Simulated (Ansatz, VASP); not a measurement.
**One calculation of Ge, two programs**

```
Ge
1.0
     4.14900    0.00000    0.00000
    -2.07450    3.59314    0.00000
     0.00000    0.00000   28.00000
Ge
2
Cartesian
  0.0000 2.3954 14.1430
  2.0745 1.1977 13.8570
```

Alike in both runs: task single point; functional LDA; k mesh 12 × 12 × 1; occupations gaussian, width 0.1 eV; no spin polarisation.

|  | VASP | Ansatz |
| --- | --- | --- |
| version | VASP 6.6.1 | Ansatz 0.2.0 |
| potentials or method | VASP PAW LDA potentials, release 64 (Ge_d), cutoff 520 eV | scalar-relativistic, plane waves, PAW |
| valence electrons in the cell | 28 | 28 |

```tsv
	VASP	Ansatz	Ansatz less VASP
gap on the k mesh at the Fermi level (eV)	none	none	-
rms of the force components (eV/Å)	0.249	0.253	+0.0037
```

Ansatz warns that its potentials were made for another functional, while VASP's fit it. LDA's correlation is that of Perdew and Zunger in VASP and of Perdew and Wang (1992) in Ansatz. Atom by atom the forces differ by 0.004 eV/Å (rms over components). A gap of «none» marks a metal or a gap that the smearing closes.
